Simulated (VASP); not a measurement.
Wanted: the native input for a VASP 6.6.1 run.

* Task: single point
* Functional: PBE
* Potentials or basis: VASP PAW PBE potentials, release 64 (Os)
* Cutoff: 520 eV
* k mesh: 8 × 8 × 8
* Occupations: gaussian, width 0.05 eV
* Spin: no spin polarisation
* Dipole correction: no
* Further INCAR settings: ALGO = Normal; EDIFF = 1e-07; NBANDS = 10

The structure of Os lies in POSCAR:

```
Os
1.0
    0.0000000000      1.9476953864      1.9476953864
    1.9476953864      0.0000000000      1.9476953864
    1.9476953864      1.9476953864      0.0000000000
Os
1
Direct
    0.0000000000      0.0000000000      0.0000000000
```

This isn't the form of Os at room conditions, which is hcp.

These files were run (other wordings do the same):

INCAR

```
ALGO = Normal
EDIFF = 1E-7
ENCUT = 520
GGA = PE
ISIF = 2
ISMEAR = 0
LASPH = True
LCHARG = False
LREAL = False
LWAVE = False
NBANDS = 10
NELM = 100
PREC = Accurate
SIGMA = 0.05
```

KPOINTS

```
k-points
0
Gamma
  8 8 8
```

Potentials or basis: VASP PAW PBE potentials, release 64 (Os).

The run is started by

```bash
$ cat potpaw_PBE.64/Os/POTCAR > POTCAR
$ mpirun -np 1 vasp_std > vasp.out
```

Results of the run:

```
Pressure               : -11.5 GPa
Band gap on the k mesh : zero (bands 4 and 5 overlap by 3.11 eV)
```

Caveat: the cell stands under tension; spin-orbit coupling is left out, which moves the levels of the heavy elements.

Run time: 5.2 s on 1 thread of Intel(R) Xeon(R) Platinum 8259CL CPU @ 2.50GHz (Skylake/Cascade Lake) (shared host), peak memory 0.12 GiB.
